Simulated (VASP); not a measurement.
**Ta: single point with PBEsol**

Crystal: Ta.

```
Ta
1.0
    -1.64187    1.64187    1.64187
     1.64187   -1.64187    1.64187
     1.64187    1.64187   -1.64187
Ta
1
Cartesian
  0.0000 0.0000 0.0000
```

```
Program             : VASP 6.6.1
Task                : single point
Functional          : PBEsol
Potentials or basis : VASP PAW PBE potentials, release 64 (Ta_pv)
Cutoff              : 520 eV
k mesh              : 20 × 20 × 20
Occupations         : fermi-dirac, width 0.15 eV
Spin                : no spin polarisation
```

| Quantity | Value |
| --- | --- |
| Pressure | 0.2 GPa |

Levels at points of the mesh, in eV from the Fermi level:
```csv
k point,band 4,band 5,band 6,band 7,band 8,band 9
"(0.00, 0.00, 0.00)",-8.02,0.70,0.70,0.70,4.03,4.03
"(0.50, 0.00, 0.00)",-4.49,-1.63,1.67,3.92,4.97,7.96
"(0.50, 0.50, 0.50)",-3.94,-3.94,6.96,6.96,6.96,8.79
```

Wall time 15 s on 1 thread of Intel(R) Xeon(R) 6975P-C (Granite Rapids) (shared host), peak memory 0.18 GiB.

Caveat: the PAW data sets were made with another functional, which shifts forces and pressure a little; spin-orbit coupling is left out, which moves the levels of the heavy elements.
